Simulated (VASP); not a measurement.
A run of VASP 6.6.1 is set up as follows.

Contents of INCAR:

```
SYSTEM = BN
ALGO = Normal ; EDIFF = 1E-6
ENCUT = 600 ; GGA = PE
GGA_COMPAT = .False. ; ISIF = 2
ISMEAR = 0 ; LASPH = .True.
LCHARG = .False. ; LREAL = .False.
LWAVE = .False. ; NBANDS = 11
NELM = 120 ; PREC = Accurate
SIGMA = 0.02
```

File KPOINTS:

```
k-points
0
Gamma
  12 12 12
  0 0 0
```

The input POSCAR:

```
BN
1.0
    0.0000000000      1.8075000000      1.8075000000
    1.8075000000      0.0000000000      1.8075000000
    1.8075000000      1.8075000000      0.0000000000
B N
1 1
Direct
    0.0000000000      0.0000000000      0.0000000000
    0.2500000000      0.2500000000      0.2500000000
```

Potentials or basis: VASP PAW PBE potentials, release 64 (B, N).

Command:

```bash
$ cat potpaw_PBE.64/B/POTCAR potpaw_PBE.64/N/POTCAR > POTCAR
$ mpirun -np 1 vasp_std > vasp.out
```

(1) What does it give for the band gap on the k mesh?

(2) Estimate the pressure.

Results:

(1) 4.46 eV, indirect (least direct gap 8.82 eV).

(2) 3.0 GPa.
